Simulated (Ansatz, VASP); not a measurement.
# One calculation of In4Ru, two programs

```
In Ru
1.0
     6.27330    0.00000    0.00000
    -3.13665    5.43283    0.00000
     0.00000    0.00000    5.04647
In Ru
4 1
Cartesian
  3.1366 0.0000 0.0000
  -1.5683 2.7164 0.0000
  1.5683 2.7164 0.0000
  0.0000 0.0000 0.0000
  0.0000 0.0000 2.5232
```

Alike in both runs: functional PBE; k mesh 4 × 4 × 3; occupations gaussian, width 0.2 eV; no spin polarisation.

Ansatz relaxed the structure, and its values are those at the end. VASP's run is a single point on that final structure, the one shown.

```csv
,VASP,Ansatz
version,VASP 6.6.1,Ansatz 0.2.0
potentials or method,"VASP PAW PBE potentials, release 64 (In_d, Ru_pv), cutoff 520 eV","scalar-relativistic, plane waves, PAW"
valence electrons in the cell,66,68
```

Ansatz gave:

- gap on the k mesh at the Fermi level (eV): none
- pressure (GPa): 0.3

Problem. Estimate VASP's values.

Solution. gap on the k mesh at the Fermi level (eV): none; pressure (GPa): 0.2.

A gap of «none» marks a metal or a gap that the smearing closes. VASP's potentials hold 66 valence electrons a cell and Ansatz's 68, so a difference there can come from the potentials and not from the codes.

The k mesh is coarse, so the values compare programs but aren't converged.
